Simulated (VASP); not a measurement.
A run of VASP 6.6.1 is set up as follows.

The input INCAR:

```
  ALGO = Normal
  EDIFF = 1E-6
  ENCUT = 520
  GGA_COMPAT = False
  ISIF = 2
  ISMEAR = -1
  LASPH = True
  LCHARG = False
  LDAU = True
  LDAUJ = 0 0
  LDAUL = 2 -1
  LDAUPRINT = 1
  LDAUTYPE = 2
  LDAUU = 1.38 0
  LMAXMIX = 4
  LORBIT = 11
  LORBMOM = True
  LREAL = False
  LSORBIT = True
  LWAVE = False
  MAGMOM = 0 0 0 0 0 0
  NBANDS = 31
  NELM = 150
  PREC = Accurate
  SIGMA = 0.0164
```

Contents of KPOINTS:

```
k-points
0
Gamma
  8 8 8
```

Contents of POSCAR:

```
TiRe
1.0
    3.1372520000      0.0000000000      0.0000000000
    0.0000000000      3.1372520000      0.0000000000
    0.0000000000      0.0000000000      3.1372520000
Re Ti
1 1
Direct
    0.0000000000      0.0000000000      0.0000000000
    0.5000000000      0.5000000000      0.5000000000
```

Potentials or basis: VASP PAW LDA potentials, release 64 (Re, Ti_sv).

Run with:

```console
$ cat potpaw_LDA.64/Re/POTCAR potpaw_LDA.64/Ti_sv/POTCAR > POTCAR
$ mpirun -np 1 vasp_ncl > vasp.out
```

(1) Estimate the pressure.

(2) What does it give for the net moment?

Answers

(1) -15.2 GPa.

(2) 0.00 μB per cell.

Caveat: the cell stands under tension; the U is typed as a test and isn't derived for this compound.
